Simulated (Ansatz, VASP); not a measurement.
# ZnSi6Pt9 in VASP and in Ansatz

```xyz
16
Lattice="-4.0293 4.0882 -3.5447 4.1436 4.5088 3.8510 3.8391 -4.3945 -3.6608" Properties=species:S:1:pos:R:3 pbc="T T T"
Si    5.9134    2.2669   -0.1868
Si   -0.1675   -0.1605   -3.8752
Si    0.2874    3.6764   -2.7045
Si    3.9848   -3.9433   -3.3606
Si    0.0247    4.6888    0.0285
Si    6.0151   -0.4784   -1.6840
Zn    1.6716    6.9002    0.2682
Pt    4.0215   -1.9302   -1.0429
Pt    2.7337    2.5537   -3.2241
Pt    1.8901   -0.4161   -2.4139
Pt    4.1609    0.9947   -1.2628
Pt   -0.3164    1.3772   -1.8784
Pt    2.1279    4.8382   -1.5905
Pt    1.4133    2.6379    0.0157
Pt    3.8856    2.2607    1.2724
Pt    1.8740   -0.1176   -5.3335
```

Alike in both runs: functional PBE; k mesh 3 × 3 × 3; occupations gaussian, width 0.1 eV; no spin polarisation.

Ansatz relaxed the structure, and its values are those at the end. VASP's run is a single point on that final structure, the one shown.

|  | VASP | Ansatz |
| --- | --- | --- |
| version | VASP 6.6.1 | Ansatz 0.2.0 |
| potentials or method | VASP PAW PBE potentials, release 64 (Si, Zn, Pt), cutoff 520 eV | scalar-relativistic, plane waves, PAW |
| valence electrons in the cell | 126 | 198 |

|  | VASP | Ansatz | Ansatz less VASP |
| --- | --- | --- | --- |
| gap on the k mesh at the Fermi level (eV) | none | none | - |
| pressure (GPa) | 0.0 | 0.1 | +0.09 |
| rms of the force components (eV/Å) | 0.015 | 0.014 | -0.0005 |

A gap of «none» marks a metal or a gap that the smearing closes. VASP's potentials hold 126 valence electrons a cell and Ansatz's 198, so a difference there can come from the potentials and not from the codes.

The k mesh is coarse, so the values compare programs but aren't converged. Spin-orbit coupling is off throughout.
